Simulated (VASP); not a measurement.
Input of a VASP 6.6.1 run:

INCAR

```
SYSTEM = Si2W
PREC = Accurate
ENCUT = 520
EDIFF = 1E-6
ISMEAR = -1
SIGMA = 0.05
LREAL = .FALSE.
LASPH = .TRUE.
NELM = 60
ALGO = Normal
ISIF = 2
LWAVE = .FALSE.
LCHARG = .TRUE.
GGA = RE
IVDW = 12
LELF = .TRUE.
LVHAR = .TRUE.
NBANDS = 43
```

KPOINTS

```
regular mesh
0
G
  7 7 4
  0 0 0
```

POSCAR

```
Si2W
1.0
    4.5338508969      0.0000000000      0.0000000000
   -2.2669254485      3.9264300537      0.0000000000
    0.0000000000      0.0000000000      6.5502382744
W Si
3 6
Direct
    0.5000000000      0.0000000000      0.5000000000
    0.5000000000      0.5000000000      0.8333333333
    0.0000000000      0.5000000000      0.1666666667
    0.3270266581      0.1635133290      0.1666666667
    0.8364866710      0.1635133290      0.8333333333
    0.1635133290      0.3270266581      0.5000000000
    0.6729733419      0.8364866710      0.1666666667
    0.1635133290      0.8364866710      0.8333333333
    0.8364866710      0.6729733419      0.5000000000
```

Potentials or basis: VASP PAW PBE potentials, release 64 (W_sv, Si).

Run with:

```bash
$ cat potpaw_PBE.64/W_sv/POTCAR potpaw_PBE.64/Si/POTCAR > POTCAR
$ mpirun -np 1 vasp_std > vasp.out
```

Q: Predict the dispersion energy per atom.

A: -1.127 eV.

Q: Predict the pressure.

A: -0.2 GPa.

Q: Predict the band gap on the k mesh.

A: 0.24 eV (least direct gap 0.79 eV).

Forces on the atoms (eV/Å):
```
W    0.000  0.000  0.000
W    0.000  0.000  0.000
W    0.000  0.000  0.000
Si  -0.007 -0.004  0.000
Si   0.007 -0.004  0.000
Si   0.000 -0.008  0.000
Si   0.007  0.004  0.000
Si  -0.007  0.004  0.000
Si   0.000  0.008  0.000
```

Caveat: the dispersion term is far too large for a dense solid, which distorts pressure and volume; the PAW data sets were made with another functional, which shifts forces and pressure a little; spin-orbit coupling is left out, which moves the levels of the heavy elements. A k mesh can miss the band edges.
